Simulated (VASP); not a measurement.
Runs of VASP 6.6.1 on K3HF4. The structure is that of space group Pmmm (No. 47), or close to it. The cells are those of the table. 

```tsv
task	cell	k mesh	cutoff (eV)	smearing	gap on the mesh (eV)	pressure (GPa)	largest force (eV/Å)
single point	a = 3.450, b = 3.593, c = 11.517 Å, 8 atoms	4 × 4 × 1	520	gaussian 0.1 eV	4.88	0.0	0.06
relaxation of cell and atoms	relaxed from a = 3.676, b = 3.679, c = 10.149 Å, 8 atoms	3 × 3 × 2	600	gaussian 0.15 eV	4.96	0.1	0.06
single point	a = 3.639, b = 3.452, c = 11.346 Å, 8 atoms	3 × 3 × 2	520	gaussian 0.15 eV	(a)	0.2	0.07
single point	a = 3.450, b = 3.593, c = 11.517 Å, 8 atoms	8 × 6 × 2	520	gaussian 0.02 eV	4.88	0.0	0.07
```

Alike in all rows: level PBE; potentials or basis VASP PAW PBE potentials, release 64 (K_sv, H, F); no spin polarisation.

Problem. Estimate the missing entries.

Solution. (a) 4.83.

Caveats: some runs use coarse meshes; the relaxation stopped at a loose force limit of 0.08 eV/Å, so its end isn't a converged minimum (some runs).

A k mesh can miss the band edges.
